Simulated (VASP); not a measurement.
# P in VASP: a series of runs

The runs below take P through single point, with PBEsol.

Program: VASP 6.6.1. These are calculated values, not measurements. Logs are shortened: lines on timing, memory, paths and dates and some standing lists are left out, and cuts for length are marked.

### 1 The cell of the first run

The cell holds a slab with vacuum, 4 atoms: a = 3.416 Å, b = 36.270 Å, c = 4.259 Å, α = 90.00°, β = 90.00°, γ = 90.00°.

### 2 Single point, PBEsol (strain +0.040 along x and y, -0.040 along z)

Input file INCAR:

```
SYSTEM = P
PREC = Accurate
ENCUT = 520
EDIFF = 1E-6
ISMEAR = 0
SIGMA = 0.05
LREAL = .False.
LASPH = .True.
NELM = 60
ALGO = Normal
ISIF = 2
LWAVE = .False.
LCHARG = .True.
GGA = PS
LELF = .True.
LVHAR = .True.
NBANDS = 18
```

Input file KPOINTS:

```
Automatic mesh
0
Gamma
  8 1 6
  0 0 0
```

Input file POSCAR:

```
P
1.0
    3.4157418011      0.0000000000      0.0000000000
    0.0000000000     36.2697370064      0.0000000000
    0.0000000000      0.0000000000      4.2594337445
P
4
Direct
    0.0000000000      0.9696876239      0.5826201324
    0.0000000000      0.0303123761      0.4173798676
    0.5000000000      0.0303123761      0.0826201324
    0.5000000000      0.9696876239      0.9173798676
```

Potentials or basis: VASP PAW PBE potentials, release 64 (P).

Run with:

```
$ cat potpaw_PBE.64/P/POTCAR > POTCAR
$ mpirun -np 1 vasp_std > vasp.out
```

OUTCAR:

```text
SYSTEM = P
   PREC = Accurate
   ENCUT = 520
   EDIFF = 1E-6
   ISMEAR = 0
   LREAL = .False.
   LASPH = .True.
   NELM = 60
   ISIF = 2
   GGA = PS

 ion  position               nearest neighbor table
   1  0.000  0.970  0.583-   4 2.22   4 2.22   2 2.31
   2  0.000  0.030  0.417-   3 2.22   3 2.22   1 2.31
   3  0.500  0.030  0.083-   2 2.22   2 2.22   4 2.31
   4  0.500  0.970  0.917-   1 2.22   1 2.22   3 2.31

  LATTYP: Found a simple orthorhombic cell.
 ALAT       =     3.4157418011
 B/A-ratio  =     1.2470010886
 C/A-ratio  =    10.6184071040

  Lattice vectors:

 A1 = (  -3.4157418011,   0.0000000000,   0.0000000000)
 A2 = (   0.0000000000,   0.0000000000,   4.2594337445)
 A3 = (   0.0000000000,  36.2697370064,   0.0000000000)

Analysis of symmetry for initial positions (statically):
=====================================================================
 Subroutine PRICEL returns:
 Original cell was already a primitive cell.

 Routine SETGRP: Setting up the symmetry group for a
 simple orthorhombic supercell.

 Subroutine GETGRP returns: Found  8 space group operations
 (whereof  4 operations were pure point group operations)
 out of a pool of  8 trial point group operations.

The static configuration has the point symmetry C_2h.
 The point group associated with its full space group is D_2h.

Analysis of symmetry for dynamics (positions and initial velocities):
=====================================================================
 Subroutine PRICEL returns:
 Original cell was already a primitive cell.

 Routine SETGRP: Setting up the symmetry group for a
 simple orthorhombic supercell.

 Subroutine GETGRP returns: Found  8 space group operations
 (whereof  4 operations were pure point group operations)
 out of a pool of  8 trial point group operations.

The dynamic configuration has the point symmetry C_2h.
 The point group associated with its full space group is D_2h.

 Subroutine INISYM returns: Found  8 space group operations
 (whereof  4 operations are pure point group operations),
 and found     1 'primitive' translations

----------------------------------------------------------------------------------------

                                     Primitive cell

  volume of cell :     527.6930

  direct lattice vectors                    reciprocal lattice vectors
     3.415741801  0.000000000  0.000000000     0.292762175  0.000000000  0.000000000
     0.000000000 36.269737006  0.000000000     0.000000000  0.027571195  0.000000000
     0.000000000  0.000000000  4.259433744     0.000000000  0.000000000  0.234772991

  length of vectors
     3.415741801 36.269737006  4.259433744     0.292762175  0.027571195  0.234772991

  position of ions in fractional coordinates (direct lattice)
     0.000000000  0.969687624  0.582620132
     0.000000000  0.030312376  0.417379868
     0.500000000  0.030312376  0.082620132
     0.500000000  0.969687624  0.917379868

  ion indices of the primitive-cell ions
   primitive index   ion index
                 1           1
                 2           2
                 3           3
                 4           4

----------------------------------------------------------------------------------------

 KPOINTS: Automatic mesh

Automatic generation of k-mesh.
 Grid dimensions read from file:
 generate k-points for:    8    1    6

 Generating k-lattice:

  Cartesian coordinates                     Fractional coordinates (reciprocal lattice)
     0.036595272  0.000000000  0.000000000     0.125000000  0.000000000  0.000000000
     0.000000000  0.027571195  0.000000000     0.000000000  1.000000000  0.000000000
     0.000000000  0.000000000  0.039128832     0.000000000  0.000000000  0.166666667

  Length of vectors
     0.036595272  0.027571195  0.039128832

  Shift w.r.t. Gamma in fractional coordinates (k-lattice)
     0.000000000  0.000000000  0.000000000

 Subroutine IBZKPT returns following result:
 ===========================================

 Found     20 irreducible k-points:

 Following reciprocal coordinates:
            Coordinates               Weight
  0.000000  0.000000  0.000000      1.000000
  0.125000  0.000000  0.000000      2.000000
  0.250000  0.000000  0.000000      2.000000
  0.375000  0.000000  0.000000      2.000000
  0.500000  0.000000  0.000000      1.000000
  0.000000  0.000000  0.166667      2.000000
[... 12 lines left out ...]
  0.375000  0.000000  0.500000      2.000000
  0.500000  0.000000  0.500000      1.000000
   k-points           NKPTS =     20   k-points in BZ     NKDIM =     20   number of bands    NBANDS=     18
   number of dos      NEDOS =    301   number of ions     NIONS =      4
   total plane-waves  NPLWV = 241920
   dimension x,y,z NGX =    28 NGY =  270 NGZ =   32
   dimension x,y,z NGXF=    56 NGYF=  540 NGZF=   64
   ions per type =               4
   NGX,Y,Z   is equivalent  to a cutoff of  13.63, 12.38, 12.49 a.u.
   NGXF,Y,Z  is equivalent  to a cutoff of  27.26, 24.75, 24.98 a.u.
 SYSTEM =  P
   PREC   = accura    normal or accurate (medium, high low for compatibility)
   ISTART =      0    job   : 0-new  1-cont  2-samecut
   ICHARG =      2    charge: 1-file 2-atom 10-const
   ISPIN  =      1    spin polarized calculation?
   LNONCOLLINEAR =      F non collinear calculations
   LSORBIT =      F    spin-orbit coupling
   LASPH  =      T    aspherical Exc in radial PAW
   ENCUT  =  520.0 eV  38.22 Ry    6.18 a.u.   6.35 67.44  7.92*2*pi/ulx,y,z
   NELM   =     60;   NELMIN=  2; NELMDL= -5     # of ELM steps
   EDIFF  = 0.1E-05   stopping-criterion for ELM
   LREAL  =      F    real-space projection
   EDIFFG = 0.1E-04   stopping-criterion for IOM
   NSW    =      0    number of steps for IOM
   IBRION =     -1    ionic relax: 0-MD 1-quasi-New 2-CG
   NFREE  =      0    steps in history (QN), initial steepest desc. (CG)
   ISIF   =      2    stress and relaxation
   ISYM   =      2    0-nonsym 1-usesym 2-fastsym
   POTIM  = 0.5000    time-step for ionic-motion
   TEBEG  =    0.0;   TEEND  =   0.0 temperature during run
   PSTRESS=    0.0 pullay stress
   NELECT =      20.0000    total number of electrons
   NUPDOWN=      -1.0000    fix difference up-down
   EMIN   =  10.00;   EMAX   =-10.00  energy-range for DOS
   EFERMI =   0.00;   METHOD = LEGACY
   ISMEAR =     0;   SIGMA  =   0.05  broadening in eV -4-tet -1-fermi 0-gaus
   EFERMI_NEDOS =   21; number of points for ismear=-14 and -15
   IALGO  =     38    algorithm
   IMIX   =      4    mixing-type and parameters
     AMIX     =   0.40;   BMIX     =  1.00
     AMIX_MAG =   1.60;   BMIX_MAG =  1.00
  volume/ion in A,a.u.               =     131.92       890.26
  Fermi-wavevector in a.u.,A,eV,Ry     =   0.549909  1.039178  4.114405  0.302400
  Thomas-Fermi vector in A             =   1.581246
   LORBIT       =      0    0 simple, 1 ext, 2 COOP (PROOUT), +10 PAW based schemes
   GGA     = PS    functional components
   LHFCALC =     F    Hartree Fock is set to
   AEXX    =    0.0000 exact exchange contribution
   IVDW    =     0    specifies the selected vdW correction
   LEPSILON=     F    determine dielectric tensor
   LRPA    =     F    only Hartree local field effects (RPA)
 non-spin polarized calculation
 Gauss-broadening in eV      SIGMA  =   0.05
  energy-cutoff  :      520.00
  volume of cell :      527.69
 maximum number of plane-waves:     14300
 NGX is ok and might be reduce to    28
   NGX = 13   NGY =135   NGZ = 15

 number of electron      20.0000004 magnetization

 Free energy of the ion-electron system (eV)
  ---------------------------------------------------
  ext. energy  EPLUGINS =         0.00000000
  ---------------------------------------------------
  free energy    TOTEN  =       -22.72087785 eV

  energy without entropy =      -22.72087697  energy(sigma->0) =      -22.72087741

 E-fermi :  -2.9639     XC(G=0):  -1.7545

 val. band max:       -3.0979363487   @ k =   0.0000   0.0000   0.0000
 cond. band min:      -2.8297748987   @ k =   0.0000   0.0000   0.0000
 fundamental gap:      0.2681614501
 Fermi energy:        -2.9638557372

 k-point     1 :       0.0000    0.0000    0.0000
  band No.  band energies     occupation
      1     -18.2526      2.00000
      2     -15.8064      2.00000
      3     -11.6749      2.00000
      4      -8.9760      2.00000
      5      -7.6657      2.00000
      6      -7.6134      2.00000
[... 10 lines left out ...]
     17       1.5989      0.00000
     18       1.7583      0.00000

 k-point     2 :       0.1250    0.0000    0.0000
  band No.  band energies     occupation
      1     -18.0771      2.00000
      2     -15.6255      2.00000
      3     -11.9315      2.00000
      4      -8.8334      2.00000
      5      -8.1663      2.00000
      6      -7.8496      2.00000
[... 10 lines left out ...]
     17       1.8002      0.00000
     18       1.8702      0.00000

 k-point     3 :       0.2500    0.0000    0.0000
  band No.  band energies     occupation
      1     -17.5551      2.00000
      2     -15.0853      2.00000
      3     -12.8367      2.00000
      4      -9.7222      2.00000
      5      -8.4311      2.00000
      6      -8.3071      2.00000
[... 10 lines left out ...]
     17       1.9021      0.00000
     18       1.9599      0.00000

 k-point     4 :       0.3750    0.0000    0.0000
  band No.  band energies     occupation
      1     -16.7017      2.00000
      2     -14.1939      2.00000
      3     -14.1908      2.00000
      4     -11.4448      2.00000
      5      -8.0812      2.00000
      6      -7.8996      2.00000
[... 291 lines left out ...]
      4     -11.7639      2.00000
      5      -8.9380      2.00000
      6      -8.9380      2.00000
[... 10 lines left out ...]
     17       2.7272      0.00000
     18       2.7272      0.00000

 k-point    19 :       0.3750    0.0000    0.5000
  band No.  band energies     occupation
      1     -15.5732      2.00000
      2     -15.5732      2.00000
      3     -12.5196      2.00000
      4     -12.5196      2.00000
      5      -9.0837      2.00000
      6      -9.0837      2.00000
[... 10 lines left out ...]
     17       3.9490      0.00000
     18       3.9490      0.00000

 k-point    20 :       0.5000    0.0000    0.5000
  band No.  band energies     occupation
      1     -15.0380      2.00000
      2     -15.0380      2.00000
      3     -13.1947      2.00000
      4     -13.1947      2.00000
      5      -8.2650      2.00000
      6      -8.2650      2.00000
[... 10 lines left out ...]
     17       2.9435      0.00000
     18       2.9435      0.00000

------------------------ aborting loop because EDIFF is reached ----------------------------------------

  FORCE on cell =-STRESS in cart. coord.  units (eV):
  Direction    XX          YY          ZZ          XY          YZ          ZX
  --------------------------------------------------------------------------------------
  -------------------------------------------------------------------------------------
  Total       -2.5287427     -2.6663236      0.6448151      0.0000000      0.0000000      0.0000000
  in kB       -7.6777490     -8.0954712      1.9577828      0.0000000      0.0000000      0.0000000
  external PRESSURE =      -4.6051458 kB  Pullay stress =       0.0000000 kB

 VOLUME and BASIS-vectors are now :
 -----------------------------------------------------------------------------
  energy-cutoff  :      520.00
  volume of cell :      527.69
      direct lattice vectors                 reciprocal lattice vectors
     3.415741801  0.000000000  0.000000000     0.292762175  0.000000000  0.000000000
     0.000000000 36.269737006  0.000000000     0.000000000  0.027571195  0.000000000
     0.000000000  0.000000000  4.259433744     0.000000000  0.000000000  0.234772991

 POSITION                                       TOTAL-FORCE (eV/Angst)
 -----------------------------------------------------------------------------------
      0.00000     35.17032      2.48163         0.000000      0.603081     -0.481871
      0.00000      1.09942      1.77780        -0.000000     -0.603081      0.481871
      1.70787      1.09942      0.35191         0.000000     -0.603081     -0.481871
      1.70787     35.17032      3.90752        -0.000000      0.603081      0.481871
 -----------------------------------------------------------------------------------
    total drift:                               -0.000000      0.000000      0.000000

  FREE ENERGIE OF THE ION-ELECTRON SYSTEM (eV)
  ---------------------------------------------------
  free  energy   TOTEN  =       -22.7208778535 eV

  energy  without entropy=      -22.7208769681  energy(sigma->0) =      -22.72087741
```

Run time: 7.5 min. Hardware: 1 thread of Oxide Virtual Turin-like, shared host; peak memory 0.52 GiB.

What came out:

* Free energy: -22.7209 eV
* Largest force: 0.772 eV/Å
* Band gap on the k mesh: 0.27 eV

Forces on the atoms (eV/Å):
```
P    0.000  0.603 -0.482
P    0.000 -0.603  0.482
P    0.000 -0.603 -0.482
P    0.000  0.603  0.482
```

Caveat: the cell differs from its parent crystal (strain +0.040 along x and y, -0.040 along z); there is no dipole correction, which matters where the two faces differ; the PAW data sets were made with another functional, which shifts forces and pressure a little.

### 3 Single point, PBEsol (strain +0.000 along x and y, +0.080 along z)

Input file INCAR:

```
PREC     = Accurate       # precision mode
ENCUT    = 520            # plane-wave cutoff, eV
EDIFF    = 1E-6           # SCF threshold, eV
ISMEAR   = 0              # smearing method
SIGMA    = 0.05           # smearing width, eV
LREAL    = F              # projectors in reciprocal space
LASPH    = T              # aspherical terms in the spheres
NELM     = 80             # most SCF steps
ALGO     = Normal         # electronic algorithm
ISIF     = 2              # what is computed and relaxed
LWAVE    = F              # write WAVECAR
LCHARG   = F              # write CHGCAR
GGA      = PS             # functional
NBANDS   = 18             # bands
```

Input file KPOINTS:

```
regular mesh
0
Gamma
  8 1 6
```

Input file POSCAR:

```
P
1.0
    3.2843671164      0.0000000000      0.0000000000
    0.0000000000     34.8747471215      0.0000000000
    0.0000000000      0.0000000000      4.7918629625
P
4
Direct
    0.0000000000      0.9696876239      0.5826201324
    0.0000000000      0.0303123761      0.4173798676
    0.5000000000      0.0303123761      0.0826201324
    0.5000000000      0.9696876239      0.9173798676
```

Potentials or basis: VASP PAW PBE potentials, release 64 (P).

Run with:

```
$ cat potpaw_PBE.64/P/POTCAR > POTCAR
$ mpirun -np 1 vasp_std > vasp.out
```

It took 5.9 min on 1 thread of Oxide Virtual Turin-like, shared host; peak memory 0.54 GiB.

It converged, with:

```
Free energy            : -22.6398 eV
Largest force          : 1.074 eV/Å
Band gap on the k mesh : 1.16 eV (least direct gap 1.28 eV)
```

Forces in eV/Å, atoms in the order of the input:
```
P    0.000  0.210  1.053
P    0.000 -0.210 -1.053
P    0.000 -0.210  1.053
P    0.000  0.210 -1.053
```

Levels at points of the mesh, in eV from the valence-band top:
| k point | band 8 | band 9 | band 10 | band 11 | band 12 | band 13 |
| --- | --- | --- | --- | --- | --- | --- |
| (0.00, 0.00, 0.00) | -1.44 | -0.71 | 0.00 | 1.28 | 2.43 | 3.28 |
| (0.50, 0.00, 0.00) | -2.47 | -1.63 | -1.63 | 1.24 | 1.24 | 2.13 |
| (0.00, 0.00, 0.50) | -1.57 | -1.17 | -1.17 | 2.61 | 2.61 | 3.75 |
| (0.50, 0.00, 0.50) | -4.32 | -0.82 | -0.82 | 2.77 | 2.77 | 3.47 |

Caveat: the cell differs from its parent crystal (strain +0.000 along x and y, +0.080 along z); there is no dipole correction, which matters where the two faces differ; the PAW data sets were made with another functional, which shifts forces and pressure a little.
